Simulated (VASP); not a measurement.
**Pd: single point with LDA**

Crystal: Pd.

```
Pd
1.0
     0.00000    1.92258    1.92258
     1.92258    0.00000    1.92258
     1.92258    1.92258    0.00000
Pd
1
Direct
  0.00000 0.00000 0.00000
```

```json
{
  "Program": "VASP 6.6.1",
  "Task": "single point",
  "Functional": "LDA",
  "Potentials or basis": "VASP PAW LDA potentials, release 64 (Pd)",
  "Cutoff": "520 eV",
  "k mesh": "8 × 8 × 8",
  "Occupations": "gaussian, width 0.1 eV",
  "Spin": "no spin polarisation",
  "Dipole correction": "no",
  "Further INCAR settings": "ALGO = Fast; EDIFF = 1e-06; NBANDS = 11"
}
```

* Pressure: 0.3 GPa
* Band gap on the k mesh: zero (band 5 reaches 10.61 eV, above the bottom of band 6 at 8.90 eV)

Levels at points of the mesh, in eV from the Fermi level:
```csv
k point,band 3,band 4,band 5,band 6,band 7,band 8
"(0.00, 0.00, 0.00)",-3.12,-3.12,-1.38,-1.38,17.03,21.95
"(0.50, 0.00, 0.00)",-3.17,-0.09,-0.09,0.75,7.47,16.40
"(0.50, 0.50, 0.00)",-0.11,0.25,0.25,3.14,11.01,13.15
```

Wall time 7 s on 1 thread of AMD EPYC 7R43 64-Core Processor (Zen 3), on a shared host, peak memory 0.08 GiB.
